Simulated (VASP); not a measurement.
Input of a VASP 6.6.1 run:

INCAR

```
SYSTEM = GeS
PREC = Accurate
ENCUT = 500
EDIFF = 1E-6
ISMEAR = 0
SIGMA = 0.02
LREAL = .FALSE.
LASPH = .TRUE.
NELM = 120
ALGO = Normal
ISIF = 2
LWAVE = .FALSE.
LCHARG = .TRUE.
GGA = PE
LELF = .TRUE.
LVHAR = .TRUE.
NBANDS = 50
GGA_COMPAT = .FALSE.
```

The input KPOINTS:

```
regular mesh
0
G
  4 8 6
  0 0 0
```

Contents of POSCAR:

```
GeS
1.0
   10.7854110842      0.0000000000      0.0000000000
    0.0000000000      3.6648200652      0.0000000000
    0.0000000000      0.0000000000      4.4582437730
Ge S
4 4
Direct
    0.8740332219      0.2500000000      0.3645159668
    0.1259667781      0.7500000000      0.6354840332
    0.6259667781      0.7500000000      0.8645159668
    0.3740332219      0.2500000000      0.1354840332
    0.6529281392      0.2500000000      0.5025668642
    0.3470718608      0.7500000000      0.4974331358
    0.8470718608      0.7500000000      0.0025668642
    0.1529281392      0.2500000000      0.9974331358
```

Potentials or basis: VASP PAW PBE potentials, release 64 (Ge_d, S).

Launch:

```bash
$ cat potpaw_PBE.64/Ge_d/POTCAR potpaw_PBE.64/S/POTCAR > POTCAR
$ mpirun -np 1 vasp_std > vasp.out
```

Question: What does it give for the pressure?

Answer: -0.1 GPa.

Question: Estimate the largest force.

Answer: 0.008 eV/Å.

Forces in eV/Å, atoms in the order of the input:
```
Ge  -0.002  0.000  0.007
Ge   0.002  0.000 -0.007
Ge   0.002  0.000  0.007
Ge  -0.002  0.000 -0.007
S    0.002  0.000 -0.005
S   -0.002  0.000  0.005
S   -0.002  0.000 -0.005
S    0.002  0.000  0.005
```
